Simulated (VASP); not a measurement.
# Ta (Im-3m) in VASP: single point with PBE

Aim: the single point of Ta with PBE.

Program: VASP 6.6.1. These are calculated values, not measurements. Logs are shortened: lines on timing, memory, paths and dates and some standing lists are left out, and cuts for length are marked.

### Step 1. The cell of the first run

Symmetry: Im-3m, No. 229, cubic system. The conventional cell has a = 3.320 Å, b = 3.320 Å, c = 3.320 Å, α = 90.00°, β = 90.00°, γ = 90.00°. Ta (site symmetry m-3m) has 14 Ta at 2.87 to 3.32 Å within 3.8 Å.

### Step 2. Single point, PBE

INCAR

```
PREC = Accurate
ENCUT = 520
EDIFF = 1E-6
ISMEAR = -1
SIGMA = 0.08
LREAL = F
LASPH = T
NELM = 80
ALGO = Normal
ISIF = 2
LWAVE = F
LCHARG = T
GGA = PE
LELF = T
LVHAR = T
NBANDS = 18
```

KPOINTS

```
Automatic mesh
0
Gamma
  12 12 12
```

POSCAR

```
Ta
1.0
    3.3195547167      0.0000000000      0.0000000000
    0.0000000000      3.3195547167      0.0000000000
    0.0000000000      0.0000000000      3.3195547167
Ta
2
Direct
    0.0000000000      0.0000000000      0.0000000000
    0.5000000000      0.5000000000      0.5000000000
```

Potentials or basis: VASP PAW PBE potentials, release 64 (Ta_pv).

Command:

```console
$ cat potpaw_PBE.64/Ta_pv/POTCAR > POTCAR
$ mpirun -np 1 vasp_std > vasp.out
```

OUTCAR:

```text
PREC = Accurate
   ENCUT = 520
   EDIFF = 1E-6
   ISMEAR = -1
   LREAL = F
   LASPH = T
   NELM = 80
   ISIF = 2
   GGA = PE

 ion  position               nearest neighbor table
   1  0.000  0.000  0.000-   2 2.87   2 2.87   2 2.87   2 2.87   2 2.87   2 2.87   2 2.87   2 2.87

   2  0.500  0.500  0.500-   1 2.87   1 2.87   1 2.87   1 2.87   1 2.87   1 2.87   1 2.87   1 2.87

  LATTYP: Found a simple cubic cell.
 ALAT       =     3.3195547167

  Lattice vectors:

 A1 = (   3.3195547167,   0.0000000000,   0.0000000000)
 A2 = (   0.0000000000,   3.3195547167,   0.0000000000)
 A3 = (   0.0000000000,   0.0000000000,   3.3195547167)

Analysis of symmetry for initial positions (statically):
=====================================================================
 Subroutine PRICEL returns following result:

  LATTYP: Found a body centered cubic cell.
 ALAT       =     3.3195547167

  Lattice vectors:

 A1 = (   1.6597773583,   1.6597773583,  -1.6597773583)
 A2 = (  -1.6597773583,   1.6597773583,   1.6597773583)
 A3 = (   1.6597773583,  -1.6597773583,   1.6597773583)

   2 primitive cells build up your supercell.

 Routine SETGRP: Setting up the symmetry group for a
 simple cubic supercell.

 Subroutine GETGRP returns: Found 48 space group operations
 (whereof 48 operations were pure point group operations)
 out of a pool of 48 trial point group operations.

The static configuration has the point symmetry O_h .

Analysis of symmetry for dynamics (positions and initial velocities):
=====================================================================
 Subroutine PRICEL returns following result:

  LATTYP: Found a body centered cubic cell.
 ALAT       =     3.3195547167

  Lattice vectors:

 A1 = (   1.6597773583,   1.6597773583,  -1.6597773583)
 A2 = (  -1.6597773583,   1.6597773583,   1.6597773583)
 A3 = (   1.6597773583,  -1.6597773583,   1.6597773583)

   2 primitive cells build up your supercell.

 Routine SETGRP: Setting up the symmetry group for a
 simple cubic supercell.

 Subroutine GETGRP returns: Found 48 space group operations
 (whereof 48 operations were pure point group operations)
 out of a pool of 48 trial point group operations.

The dynamic configuration has the point symmetry O_h .

 Subroutine INISYM returns: Found 48 space group operations
 (whereof 48 operations are pure point group operations),
 and found     2 'primitive' translations

----------------------------------------------------------------------------------------

                                     Primitive cell

  volume of cell :      18.2898

  direct lattice vectors                    reciprocal lattice vectors
     1.659777358  1.659777358 -1.659777358     0.301245223  0.301245223  0.000000000
    -1.659777358  1.659777358  1.659777358     0.000000000  0.301245223  0.301245223
     1.659777358 -1.659777358  1.659777358     0.301245223  0.000000000  0.301245223

  length of vectors
     2.874818714  2.874818714  2.874818714     0.426025080  0.426025080  0.426025080

  position of ions in fractional coordinates (direct lattice)
     0.000000000  0.000000000  0.000000000

  ion indices of the primitive-cell ions
   primitive index   ion index
                 1           1

----------------------------------------------------------------------------------------

 KPOINTS: Automatic mesh

Automatic generation of k-mesh.
 Grid dimensions read from file:
 generate k-points for:   12   12   12

 Generating k-lattice:

  Cartesian coordinates                     Fractional coordinates (reciprocal lattice)
     0.025103769  0.000000000  0.000000000     0.083333333  0.000000000  0.000000000
     0.000000000  0.025103769  0.000000000     0.000000000  0.083333333  0.000000000
     0.000000000  0.000000000  0.025103769     0.000000000  0.000000000  0.083333333

  Length of vectors
     0.025103769  0.025103769  0.025103769

  Shift w.r.t. Gamma in fractional coordinates (k-lattice)
     0.000000000  0.000000000  0.000000000

 Subroutine IBZKPT returns following result:
 ===========================================

 Found     84 irreducible k-points:

 Following reciprocal coordinates:
            Coordinates               Weight
  0.000000  0.000000  0.000000      1.000000
  0.083333  0.000000  0.000000      6.000000
  0.166667  0.000000  0.000000      6.000000
  0.250000  0.000000  0.000000      6.000000
  0.333333  0.000000  0.000000      6.000000
  0.416667  0.000000  0.000000      6.000000
[... 16 lines left out ...]
  0.333333  0.333333  0.000000     12.000000
  0.416667  0.333333  0.000000     24.000000
 [... further k-points ...]
   k-points           NKPTS =     84   k-points in BZ     NKDIM =     84   number of bands    NBANDS=     18
   number of dos      NEDOS =    301   number of ions     NIONS =      2
   total plane-waves  NPLWV =  21952
   dimension x,y,z NGX =    28 NGY =   28 NGZ =   28
   dimension x,y,z NGXF=    56 NGYF=   56 NGZF=   56
   ions per type =               2
   NGX,Y,Z   is equivalent  to a cutoff of  14.02, 14.02, 14.02 a.u.
   NGXF,Y,Z  is equivalent  to a cutoff of  28.05, 28.05, 28.05 a.u.
 SYSTEM =  unknown system
   PREC   = accura    normal or accurate (medium, high low for compatibility)
   ISTART =      0    job   : 0-new  1-cont  2-samecut
   ICHARG =      2    charge: 1-file 2-atom 10-const
   ISPIN  =      1    spin polarized calculation?
   LNONCOLLINEAR =      F non collinear calculations
   LSORBIT =      F    spin-orbit coupling
   LASPH  =      T    aspherical Exc in radial PAW
   ENCUT  =  520.0 eV  38.22 Ry    6.18 a.u.   6.17  6.17  6.17*2*pi/ulx,y,z
   NELM   =     80;   NELMIN=  2; NELMDL= -5     # of ELM steps
   EDIFF  = 0.1E-05   stopping-criterion for ELM
   LREAL  =      F    real-space projection
   EDIFFG = 0.1E-04   stopping-criterion for IOM
   NSW    =      0    number of steps for IOM
   IBRION =     -1    ionic relax: 0-MD 1-quasi-New 2-CG
   NFREE  =      0    steps in history (QN), initial steepest desc. (CG)
   ISIF   =      2    stress and relaxation
   ISYM   =      2    0-nonsym 1-usesym 2-fastsym
   POTIM  = 0.5000    time-step for ionic-motion
   TEBEG  =    0.0;   TEEND  =   0.0 temperature during run
   PSTRESS=    0.0 pullay stress
   NELECT =      22.0000    total number of electrons
   NUPDOWN=      -1.0000    fix difference up-down
   EMIN   =  10.00;   EMAX   =-10.00  energy-range for DOS
   EFERMI =   0.00;   METHOD = LEGACY
   ISMEAR =    -1;   SIGMA  =   0.08  broadening in eV -4-tet -1-fermi 0-gaus
   EFERMI_NEDOS =   21; number of points for ismear=-14 and -15
   IALGO  =     38    algorithm
   IMIX   =      4    mixing-type and parameters
     AMIX     =   0.40;   BMIX     =  1.00
     AMIX_MAG =   1.60;   BMIX_MAG =  1.00
  volume/ion in A,a.u.               =      18.29       123.43
  Fermi-wavevector in a.u.,A,eV,Ry     =   1.381876  2.611368 25.981449  1.909583
  Thomas-Fermi vector in A             =   2.506620
   LORBIT       =      0    0 simple, 1 ext, 2 COOP (PROOUT), +10 PAW based schemes
   GGA     = PE    functional components
   LHFCALC =     F    Hartree Fock is set to
   AEXX    =    0.0000 exact exchange contribution
   IVDW    =     0    specifies the selected vdW correction
   LEPSILON=     F    determine dielectric tensor
   LRPA    =     F    only Hartree local field effects (RPA)
 non-spin polarized calculation
  energy-cutoff  :      520.00
  volume of cell :       36.58
 maximum number of plane-waves:      1021
 NGX is ok and might be reduce to    28
   NGX = 13   NGY = 13   NGZ = 13

 number of electron      21.9999997 magnetization

 Free energy of the ion-electron system (eV)
  ---------------------------------------------------
  ext. energy  EPLUGINS =         0.00000000
  ---------------------------------------------------
  free energy    TOTEN  =       -23.65161909 eV

  energy without entropy =      -23.59362287  energy(sigma->0) =      -23.62262098

 E-fermi :   5.3663     XC(G=0): -12.5396

 val. band max:        5.3615667365   @ k =   0.5000   0.4167   0.2500
 cond. band min:       5.3693758929   @ k =   0.2500   0.1667   0.1667
 fundamental gap:      0.0078091563
 Fermi energy:         5.3662894723

 k-point     1 :       0.0000    0.0000    0.0000
  band No.  band energies     occupation
      1     -28.5477      2.00000
      2     -28.5477      2.00000
      3     -28.5477      2.00000
      4     -27.7680      2.00000
      5     -27.7680      2.00000
      6     -27.7680      2.00000
[... 10 lines left out ...]
     17      12.0754      0.00000
     18      13.8795      0.00000

 k-point     2 :       0.0833    0.0000    0.0000
  band No.  band energies     occupation
      1     -28.5482      2.00000
      2     -28.5340      2.00000
      3     -28.5340      2.00000
      4     -27.7966      2.00000
      5     -27.7808      2.00000
      6     -27.7808      2.00000
[... 10 lines left out ...]
     17      11.9173      0.00000
     18      13.3590      0.00000

 k-point     3 :       0.1667    0.0000    0.0000
  band No.  band energies     occupation
      1     -28.5470      2.00000
      2     -28.4939      2.00000
      3     -28.4939      2.00000
      4     -27.8767      2.00000
      5     -27.8184      2.00000
      6     -27.8184      2.00000
[... 10 lines left out ...]
     17      11.4761      0.00000
     18      12.2289      0.00000

 k-point     4 :       0.2500    0.0000    0.0000
  band No.  band energies     occupation
      1     -28.5370      2.00000
      2     -28.4304      2.00000
      3     -28.4304      2.00000
      4     -27.9936      2.00000
      5     -27.8785      2.00000
      6     -27.8785      2.00000
[... 10 lines left out ...]
     17      10.8317      0.00000
     18      11.0803      0.00000

 k-point     5 :       0.3333    0.0000    0.0000
  band No.  band energies     occupation
      1     -28.5088      2.00000
      2     -28.3480      2.00000
      3     -28.3480      2.00000
      4     -28.1273      2.00000
      5     -27.9575      2.00000
      6     -27.9575      2.00000
[... 10 lines left out ...]
     17      10.3012      0.00000
     18      10.3282      0.00000

 k-point     6 :       0.4167    0.0000    0.0000
  band No.  band energies     occupation
      1     -28.4546      2.00000
      2     -28.2581      2.00000
      3     -28.2526      2.00000
      4     -28.2526      2.00000
      5     -28.0504      2.00000
      6     -28.0504      2.00000
[... 10 lines left out ...]
     17      10.0990      0.00000
     18      10.4623      0.00000

 k-point     7 :       0.5000    0.0000    0.0000
  band No.  band energies     occupation
      1     -28.3703      2.00000
      2     -28.3703      2.00000
      3     -28.1511      2.00000
      4     -28.1511      2.00000
      5     -28.1511      2.00000
      6     -28.1511      2.00000
[... 10 lines left out ...]
     17      10.3026      0.00000
     18      10.3026      0.00000

 k-point     8 :       0.0833    0.0833    0.0000
  band No.  band energies     occupation
      1     -28.5708      2.00000
      2     -28.5207      2.00000
      3     -28.4988      2.00000
      4     -27.8490      2.00000
      5     -27.7931      2.00000
      6     -27.7684      2.00000
[... 10 lines left out ...]
     17      12.1333      0.00000
     18      13.8527      0.00000
[... 229 lines left out ...]
     17      12.5233      0.00000
     18      13.1786      0.00000

 k-point    20 :       0.3333    0.2500    0.0000
  band No.  band energies     occupation
      1     -28.7468      2.00000
      2     -28.4888      2.00000
      3     -28.2823      2.00000
      4     -28.0737      2.00000
      5     -28.0057      2.00000
      6     -27.7873      2.00000
[... 10 lines left out ...]
     17      12.3156      0.00000
     18      12.3795      0.00000

 k-point    21 :       0.4167    0.2500    0.0000
  band No.  band energies     occupation
      1     -28.7398      2.00000
      2     -28.6073      2.00000
      3     -28.2131      2.00000
      4     -28.0698      2.00000
      5     -27.9800      2.00000
      6     -27.8311      2.00000
[... 10 lines left out ...]
     17      11.2664      0.00000
     18      11.8395      0.00000

 k-point    22 :       0.5000    0.2500    0.0000
  band No.  band energies     occupation
      1     -28.6931      2.00000
      2     -28.6931      2.00000
      3     -28.1405      2.00000
      4     -28.1405      2.00000
      5     -27.8973      2.00000
      6     -27.8973      2.00000
[... 10 lines left out ...]
     17      11.1010      0.00000
     18      11.1010      0.00000

 k-point    23 :       0.3333    0.3333    0.0000
  band No.  band energies     occupation
      1     -28.8015      2.00000
      2     -28.6215      2.00000
      3     -28.2376      2.00000
      4     -28.0417      2.00000
      5     -27.9772      2.00000
      6     -27.7728      2.00000
[... 10 lines left out ...]
     17      12.1986      0.00000
     18      12.7620      0.00000

 k-point    24 :       0.4167    0.3333    0.0000
  band No.  band energies     occupation
      1     -28.8192      2.00000
      2     -28.7268      2.00000
      3     -28.1872      2.00000
      4     -28.0858      2.00000
      5     -27.8945      2.00000
      6     -27.7880      2.00000
[... 10 lines left out ...]
     17      11.3698      0.00000
     18      12.6129      0.00000

 [... further k-points ...]
[... 5 lines left out ...]
  --------------------------------------------------------------------------------------
  -------------------------------------------------------------------------------------
  Total        0.0248204      0.0248204      0.0248204      0.0000000      0.0000000     -0.0000000
  in kB        1.0871272      1.0871272      1.0871272      0.0000000      0.0000000     -0.0000000
  external PRESSURE =       1.0871272 kB  Pullay stress =       0.0000000 kB

 VOLUME and BASIS-vectors are now :
 -----------------------------------------------------------------------------
  energy-cutoff  :      520.00
  volume of cell :       36.58
      direct lattice vectors                 reciprocal lattice vectors
     3.319554717  0.000000000  0.000000000     0.301245223  0.000000000  0.000000000
     0.000000000  3.319554717  0.000000000     0.000000000  0.301245223  0.000000000
     0.000000000  0.000000000  3.319554717     0.000000000  0.000000000  0.301245223

 POSITION                                       TOTAL-FORCE (eV/Angst)
 -----------------------------------------------------------------------------------
      0.00000      0.00000      0.00000        -0.000000     -0.000000     -0.000000
      1.65978      1.65978      1.65978         0.000000      0.000000      0.000000
 -----------------------------------------------------------------------------------
    total drift:                               -0.000000      0.000000      0.000000

  FREE ENERGIE OF THE ION-ELECTRON SYSTEM (eV)
  ---------------------------------------------------
  free  energy   TOTEN  =       -23.6516190864 eV

  energy  without entropy=      -23.5936228701  energy(sigma->0) =      -23.62262098
```

Wall time 31 s (1 thread of Intel Xeon Platinum 8488C (Sapphire Rapids), shared host); peak memory 0.19 GiB.

Results:

| Property | Result |
| --- | --- |
| Free energy | -23.6516 eV |
| Pressure | 0.1 GPa |
| Band gap on the k mesh | zero (band 11 reaches 6.88 eV, above the bottom of band 12 at 4.14 eV) |

Caveat: spin-orbit coupling is left out, which moves the levels of the heavy elements.
